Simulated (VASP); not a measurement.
# BP (F-43m) in VASP: notebook

BP is run at these levels: LDA; tasks: single point.

All numbers are computed with VASP 6.6.1; they aren't measurements. Logs are shortened: lines on timing, memory, paths and dates and some standing lists are left out, and cuts for length are marked.

## (1) The cell of the first run

It takes space group F-43m (No. 216, cubic). The conventional cell has a = 4.356 Å, b = 4.356 Å, c = 4.356 Å, α = 90.00°, β = 90.00°, γ = 90.00°. B (site symmetry -43m) has 4 P at 1.89 Å within 2.5 Å. P (site symmetry -43m) has 4 B at 1.89 Å within 2.5 Å.

## (2) Single point, LDA (strain -0.040 along x and y, -0.040 along z)

Contents of INCAR:

```
PREC = Accurate
ENCUT = 500
EDIFF = 1E-6
ISMEAR = 0
SIGMA = 0.05
LREAL = F
LASPH = T
NELM = 120
ALGO = Normal
ISIF = 2
LWAVE = F
LCHARG = F
GGA = CA
NBANDS = 11
GGA_COMPAT = F
```

Contents of KPOINTS:

```
Automatic mesh
0
Gamma
  10 10 10
```

Contents of POSCAR:

```
BP
1.0
    0.0000000000      2.1782400000      2.1782400000
    2.1782400000      0.0000000000      2.1782400000
    2.1782400000      2.1782400000      0.0000000000
B P
1 1
Direct
    0.0000000000      0.0000000000      0.0000000000
    0.7500000000      0.7500000000      0.7500000000
```

Potentials or basis: VASP PAW LDA potentials, release 64 (B, P).

The run is started by

```console
$ cat potpaw_LDA.64/B/POTCAR potpaw_LDA.64/P/POTCAR > POTCAR
$ mpirun -np 1 vasp_std > vasp.out
```

OUTCAR:

```text
PREC = Accurate
   ENCUT = 500
   EDIFF = 1E-6
   ISMEAR = 0
   LREAL = F
   LASPH = T
   NELM = 120
   ISIF = 2
   GGA = CA

 ion  position               nearest neighbor table
   1  0.000  0.000  0.000-   2 1.89   2 1.89   2 1.89   2 1.89
   2  0.750  0.750  0.750-   1 1.89   1 1.89   1 1.89   1 1.89

  LATTYP: Found a face centered cubic cell.
 ALAT       =     4.3564800000

  Lattice vectors:

 A1 = (   0.0000000000,   2.1782400000,   2.1782400000)
 A2 = (   2.1782400000,   0.0000000000,   2.1782400000)
 A3 = (   2.1782400000,   2.1782400000,   0.0000000000)

Analysis of symmetry for initial positions (statically):
=====================================================================
 Subroutine PRICEL returns:
 Original cell was already a primitive cell.

 Routine SETGRP: Setting up the symmetry group for a
 face centered cubic supercell.

 Subroutine GETGRP returns: Found 24 space group operations
 (whereof 24 operations were pure point group operations)
 out of a pool of 48 trial point group operations.

The static configuration has the point symmetry T_d .

Analysis of symmetry for dynamics (positions and initial velocities):
=====================================================================
 Subroutine PRICEL returns:
 Original cell was already a primitive cell.

 Routine SETGRP: Setting up the symmetry group for a
 face centered cubic supercell.

 Subroutine GETGRP returns: Found 24 space group operations
 (whereof 24 operations were pure point group operations)
 out of a pool of 48 trial point group operations.

The dynamic configuration has the point symmetry T_d .

 Subroutine INISYM returns: Found 24 space group operations
 (whereof 24 operations are pure point group operations),
 and found     1 'primitive' translations

----------------------------------------------------------------------------------------

                                     Primitive cell

  volume of cell :      20.6703

  direct lattice vectors                    reciprocal lattice vectors
     0.000000000  2.178240000  2.178240000    -0.229543117  0.229543117  0.229543117
     2.178240000  0.000000000  2.178240000     0.229543117 -0.229543117  0.229543117
     2.178240000  2.178240000  0.000000000     0.229543117  0.229543117 -0.229543117

  length of vectors
     3.080496550  3.080496550  3.080496550     0.397580342  0.397580342  0.397580342

  position of ions in fractional coordinates (direct lattice)
     0.000000000  0.000000000  0.000000000
     0.750000000  0.750000000  0.750000000

  ion indices of the primitive-cell ions
   primitive index   ion index
                 1           1
                 2           2

----------------------------------------------------------------------------------------

 KPOINTS: Automatic mesh

Automatic generation of k-mesh.
 Grid dimensions read from file:
 generate k-points for:   10   10   10

 Generating k-lattice:

  Cartesian coordinates                     Fractional coordinates (reciprocal lattice)
    -0.022954312  0.022954312  0.022954312     0.100000000  0.000000000  0.000000000
     0.022954312 -0.022954312  0.022954312     0.000000000  0.100000000  0.000000000
     0.022954312  0.022954312 -0.022954312     0.000000000  0.000000000  0.100000000

  Length of vectors
     0.039758034  0.039758034  0.039758034

  Shift w.r.t. Gamma in fractional coordinates (k-lattice)
     0.000000000  0.000000000  0.000000000

 Subroutine IBZKPT returns following result:
 ===========================================

 Found     47 irreducible k-points:

 Following reciprocal coordinates:
            Coordinates               Weight
  0.000000  0.000000  0.000000      1.000000
  0.100000  0.000000  0.000000      8.000000
  0.200000  0.000000  0.000000      8.000000
  0.300000  0.000000  0.000000      8.000000
  0.400000  0.000000  0.000000      8.000000
  0.500000  0.000000  0.000000      4.000000
[... 16 lines left out ...]
  0.300000  0.300000  0.000000      6.000000
  0.400000  0.300000  0.000000     24.000000
 [... further k-points ...]
   k-points           NKPTS =     47   k-points in BZ     NKDIM =     47   number of bands    NBANDS=     11
   number of dos      NEDOS =    301   number of ions     NIONS =      2
   total plane-waves  NPLWV =  13824
   dimension x,y,z NGX =    24 NGY =   24 NGZ =   24
   dimension x,y,z NGXF=    48 NGYF=   48 NGZF=   48
   ions per type =               1   1
   NGX,Y,Z   is equivalent  to a cutoff of  12.95, 12.95, 12.95 a.u.
   NGXF,Y,Z  is equivalent  to a cutoff of  25.90, 25.90, 25.90 a.u.
 SYSTEM =  unknown system
   PREC   = accura    normal or accurate (medium, high low for compatibility)
   ISTART =      0    job   : 0-new  1-cont  2-samecut
   ICHARG =      2    charge: 1-file 2-atom 10-const
   ISPIN  =      1    spin polarized calculation?
   LNONCOLLINEAR =      F non collinear calculations
   LSORBIT =      F    spin-orbit coupling
   LASPH  =      T    aspherical Exc in radial PAW
   ENCUT  =  500.0 eV  36.75 Ry    6.06 a.u.   5.62  5.62  5.62*2*pi/ulx,y,z
   NELM   =    120;   NELMIN=  2; NELMDL= -5     # of ELM steps
   EDIFF  = 0.1E-05   stopping-criterion for ELM
   LREAL  =      F    real-space projection
   EDIFFG = 0.1E-04   stopping-criterion for IOM
   NSW    =      0    number of steps for IOM
   IBRION =     -1    ionic relax: 0-MD 1-quasi-New 2-CG
   NFREE  =      0    steps in history (QN), initial steepest desc. (CG)
   ISIF   =      2    stress and relaxation
   ISYM   =      2    0-nonsym 1-usesym 2-fastsym
   POTIM  = 0.5000    time-step for ionic-motion
   TEBEG  =    0.0;   TEEND  =   0.0 temperature during run
   PSTRESS=    0.0 pullay stress
   NELECT =       8.0000    total number of electrons
   NUPDOWN=      -1.0000    fix difference up-down
   EMIN   =  10.00;   EMAX   =-10.00  energy-range for DOS
   EFERMI =   0.00;   METHOD = LEGACY
   ISMEAR =     0;   SIGMA  =   0.05  broadening in eV -4-tet -1-fermi 0-gaus
   EFERMI_NEDOS =   21; number of points for ismear=-14 and -15
   IALGO  =     38    algorithm
   IMIX   =      4    mixing-type and parameters
     AMIX     =   0.40;   BMIX     =  1.00
     AMIX_MAG =   1.60;   BMIX_MAG =  1.00
  volume/ion in A,a.u.               =      10.34        69.75
  Fermi-wavevector in a.u.,A,eV,Ry     =   1.193042  2.254523 19.365845  1.423349
  Thomas-Fermi vector in A             =   2.329066
   LORBIT       =      0    0 simple, 1 ext, 2 COOP (PROOUT), +10 PAW based schemes
   GGA     = CA    functional components
   LHFCALC =     F    Hartree Fock is set to
   AEXX    =    0.0000 exact exchange contribution
   IVDW    =     0    specifies the selected vdW correction
   LEPSILON=     F    determine dielectric tensor
   LRPA    =     F    only Hartree local field effects (RPA)
 non-spin polarized calculation
 Gauss-broadening in eV      SIGMA  =   0.05
  energy-cutoff  :      500.00
  volume of cell :       20.67
 maximum number of plane-waves:       544
   NGX = 11   NGY = 11   NGZ = 11

 number of electron       7.9999999 magnetization

 Free energy of the ion-electron system (eV)
  ---------------------------------------------------
  ext. energy  EPLUGINS =         0.00000000
  ---------------------------------------------------
  free energy    TOTEN  =       -14.29187579 eV

  energy without entropy =      -14.29187579  energy(sigma->0) =      -14.29187579

 E-fermi :   9.2368     XC(G=0): -11.6008

 val. band max:        8.9266949084   @ k =   0.0000   0.0000   0.0000
 cond. band min:       9.9686472104   @ k =   0.4000   0.4000   0.0000
 fundamental gap:      1.0419523020
 Fermi energy:         9.2367692084

 k-point     1 :       0.0000    0.0000    0.0000
  band No.  band energies     occupation
      1      -7.5804      2.00000
      2       8.9267      2.00000
      3       8.9267      2.00000
      4       8.9267      2.00000
      5      12.5285      0.00000
      6      12.5285      0.00000
      7      12.5285      0.00000
      8      18.2280      0.00000
      9      21.1154      0.00000
     10      21.4885      0.00000
     11      21.4885      0.00000

 k-point     2 :       0.1000    0.0000    0.0000
  band No.  band energies     occupation
      1      -7.3820      2.00000
      2       7.5457      2.00000
      3       8.6039      2.00000
      4       8.6039      2.00000
      5      12.9771      0.00000
      6      12.9771      0.00000
      7      13.0688      0.00000
      8      18.5857      0.00000
      9      20.6896      0.00000
     10      20.6896      0.00000
     11      21.7522      0.00000

 k-point     3 :       0.2000    0.0000    0.0000
  band No.  band energies     occupation
      1      -6.7925      2.00000
      2       5.0317      2.00000
      3       7.9996      2.00000
      4       7.9996      2.00000
      5      13.4765      0.00000
      6      13.7335      0.00000
      7      13.7335      0.00000
      8      19.2637      0.00000
      9      20.0200      0.00000
     10      20.0200      0.00000
     11      22.7164      0.00000

 k-point     4 :       0.3000    0.0000    0.0000
  band No.  band energies     occupation
      1      -5.8370      2.00000
      2       2.4659      2.00000
      3       7.4775      2.00000
      4       7.4775      2.00000
      5      13.5343      0.00000
      6      13.9859      0.00000
      7      13.9859      0.00000
      8      19.5468      0.00000
      9      20.7276      0.00000
     10      20.7276      0.00000
     11      23.2415      0.00000
[... 239 lines left out ...]
 k-point    22 :      -0.2000    0.2000    0.0000
  band No.  band energies     occupation
      1      -5.5149      2.00000
      2       3.4262      2.00000
      3       4.2883      2.00000
      4       7.5982      2.00000
      5      13.6506      0.00000
      6      14.5617      0.00000
      7      15.8290      0.00000
      8      18.0761      0.00000
      9      18.5315      0.00000
     10      23.3622      0.00000
     11      26.2866      0.00000

 k-point    23 :       0.3000    0.3000    0.0000
  band No.  band energies     occupation
      1      -5.2437      2.00000
      2       4.0503      2.00000
      3       5.3596      2.00000
      4       5.3596      2.00000
      5      10.3338      0.00000
      6      12.6884      0.00000
      7      18.5295      0.00000
      8      18.5295      0.00000
      9      23.5555      0.00000
     10      23.9459      0.00000
     11      26.9306      0.00000

 k-point    24 :       0.4000    0.3000    0.0000
  band No.  band energies     occupation
      1      -4.3195      2.00000
      2       2.5799      2.00000
      3       4.4272      2.00000
      4       5.0392      2.00000
      5      10.6091      0.00000
      6      12.4400      0.00000
      7      19.1463      0.00000
      8      19.2775      0.00000
      9      24.2430      0.00000
     10      24.9499      0.00000
     11      27.6795      0.00000

 [... further k-points ...]
[... 5 lines left out ...]
  --------------------------------------------------------------------------------------
  -------------------------------------------------------------------------------------
  Total        2.4164920      2.4164920      2.4164920     -0.0000000     -0.0000000     -0.0000000
  in kB      187.3047373    187.3047373    187.3047373     -0.0000000     -0.0000000     -0.0000000
  external PRESSURE =     187.3047373 kB  Pullay stress =       0.0000000 kB

 VOLUME and BASIS-vectors are now :
 -----------------------------------------------------------------------------
  energy-cutoff  :      500.00
  volume of cell :       20.67
      direct lattice vectors                 reciprocal lattice vectors
     0.000000000  2.178240000  2.178240000    -0.229543117  0.229543117  0.229543117
     2.178240000  0.000000000  2.178240000     0.229543117 -0.229543117  0.229543117
     2.178240000  2.178240000  0.000000000     0.229543117  0.229543117 -0.229543117

 POSITION                                       TOTAL-FORCE (eV/Angst)
 -----------------------------------------------------------------------------------
      0.00000      0.00000      0.00000        -0.000000     -0.000000     -0.000000
      3.26736      3.26736      3.26736         0.000000      0.000000      0.000000
 -----------------------------------------------------------------------------------
    total drift:                               -0.000000     -0.000000     -0.000000

  FREE ENERGIE OF THE ION-ELECTRON SYSTEM (eV)
  ---------------------------------------------------
  free  energy   TOTEN  =       -14.2918757853 eV

  energy  without entropy=      -14.2918757853  energy(sigma->0) =      -14.29187579
```

Wall time 5.4 s (1 thread of AMD EPYC 9R45 (Zen 5), shared host); peak memory 0.09 GiB.

What came out:

* Free energy: -14.2919 eV
* Pressure: 18.7 GPa
* Band gap on the k mesh: 1.04 eV, indirect (least direct gap 3.60 eV)

Levels at points of the mesh, in eV from the valence-band top:
```csv
k point,band 2,band 3,band 4,band 5,band 6,band 7
"(0.00, 0.00, 0.00)",0.00,0.00,0.00,3.60,3.60,3.60
"(0.50, 0.00, 0.00)",-9.91,-1.89,-1.89,4.55,4.77,4.77
"(0.50, 0.50, 0.00)",-9.12,-4.55,-4.55,1.07,1.47,13.17
```

Caveat: the cell differs from its parent crystal (strain -0.040 along x and y, -0.040 along z). A k mesh can miss the band edges.

(Continued in part 2 of 2.)
